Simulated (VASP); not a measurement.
**Al2Cu: single point with PBEsol**

Al2Cu:

```
CELL_PARAMETERS angstrom
5.96721 0.00000 0.00000
0.00000 5.96721 0.00000
0.00000 0.00000 4.92528
ATOMIC_POSITIONS crystal
Al 0.16028 0.33972 0.00000
Al 0.16028 0.66028 0.50000
Al 0.83972 0.33972 0.50000
Al 0.83972 0.66028 0.00000
Al 0.66028 0.83972 0.50000
Al 0.66028 0.16028 0.00000
Al 0.33972 0.83972 0.00000
Al 0.33972 0.16028 0.50000
Cu 0.00000 0.00000 0.75000
Cu 0.00000 0.00000 0.25000
Cu 0.50000 0.50000 0.25000
Cu 0.50000 0.50000 0.75000
```

This cell differs from its parent crystal: uniaxial strain along c: +2.0 %, then relaxed in part.

```json
{
 "Program": "VASP 6.6.1",
 "Task": "single point",
 "Functional": "PBEsol",
 "Potentials or basis": "VASP PAW PBE potentials, release 64 (Al, Cu)",
 "Cutoff": "520 eV",
 "k mesh": "6 × 6 × 8",
 "Occupations": "gaussian, width 0.1 eV",
 "Spin": "no spin polarisation",
 "Dipole correction": "no",
 "Further INCAR settings": "ALGO = Fast; EDIFF = 1e-07; NBANDS = 46"
}
```

- Pressure: -0.9 GPa
- Band gap on the k mesh: zero (band 34 reaches 9.28 eV, above the bottom of band 35 at 7.25 eV)

Stress tensor (GPa, compression positive):
```
 0.21  0.00  0.00
 0.00  0.21  0.00
 0.00  0.00 -3.02
```

Levels at points of the mesh, in eV from the Fermi level:
| k point | band 30 | band 31 | band 32 | band 33 | band 34 | band 35 | band 36 | band 37 | band 38 | band 39 |
| --- | --- | --- | --- | --- | --- | --- | --- | --- | --- | --- |
| (0.00, 0.00, 0.00) | -1.79 | -1.58 | -1.32 | -1.32 | -0.86 | -0.28 | 0.12 | 1.35 | 1.35 | 1.43 |
| (0.50, 0.00, 0.00) | -2.07 | -1.23 | -1.23 | -0.05 | -0.05 | 0.27 | 0.27 | 1.43 | 1.43 | 2.00 |
| (0.50, 0.50, 0.00) | -1.36 | -1.28 | -1.28 | -0.87 | -0.87 | -0.84 | -0.84 | 0.98 | 0.98 | 1.43 |
| (0.00, 0.00, 0.50) | -3.01 | -0.72 | -0.72 | -0.72 | -0.72 | -0.64 | -0.64 | 0.32 | 0.32 | 3.03 |
| (0.50, 0.00, 0.50) | -2.63 | -2.63 | -2.63 | 0.31 | 0.31 | 0.31 | 0.31 | 4.06 | 4.06 | 4.06 |
| (0.50, 0.50, 0.50) | 0.55 | 0.55 | 0.55 | 0.80 | 0.80 | 0.80 | 0.80 | 1.99 | 1.99 | 1.99 |

Wall time 14 min on 1 thread of Intel(R) Xeon(R) Platinum 8259CL CPU @ 2.50GHz (Skylake/Cascade Lake), with other jobs on the host, peak memory 0.47 GiB.

Caveat: the cell differs from its parent crystal (uniaxial strain along c: +2.0 %, then relaxed in part); the PAW data sets were made with another functional, which shifts forces and pressure a little.
